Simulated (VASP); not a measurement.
Wanted: the native input for a VASP 6.6.1 run.

```
Task                   : single point
Functional             : PBEsol
Potentials or basis    : VASP PAW PBE potentials, release 64 (Al, Ni)
Cutoff                 : 520 eV
k mesh                 : 12 × 12 × 12
Occupations            : fermi-dirac, width 0.1 eV
Spin                   : no spin polarisation
Dipole correction      : no
Further INCAR settings : ALGO = Normal; EDIFF = 1e-06; NBANDS = 14
```

The structure of AlNi lies in POSCAR:

```
AlNi
1.0
    2.8625886336      0.0000000000      0.0000000000
    0.0000000000      2.8625886336      0.0000000000
    0.0000000000      0.0000000000      2.8625886336
Al Ni
1 1
Direct
    0.0000000000      0.0000000000      0.0000000000
    0.5000000000      0.5000000000      0.5000000000
```

One way to write it, as run:

INCAR

```
  PREC = Accurate
  ENCUT = 520
  EDIFF = 1E-6
  ISMEAR = -1
  SIGMA = 0.1
  LREAL = F
  LASPH = T
  NELM = 100
  ALGO = Normal
  ISIF = 2
  LWAVE = F
  LCHARG = F
  GGA = PS
  NBANDS = 14
```

KPOINTS

```
Automatic mesh
0
Gamma
  12 12 12
```

Potentials or basis: VASP PAW PBE potentials, release 64 (Al, Ni).

The run is started by

```bash
$ cat potpaw_PBE.64/Al/POTCAR potpaw_PBE.64/Ni/POTCAR > POTCAR
$ mpirun -np 1 vasp_std > vasp.out
```

It gave:

- Pressure: 0.1 GPa

Caveat: the PAW data sets were made with another functional, which shifts forces and pressure a little.

It took 7.8 s on 1 thread of Intel(R) Xeon(R) 6975P-C (Granite Rapids), with other jobs on the host, peak memory 0.15 GiB.
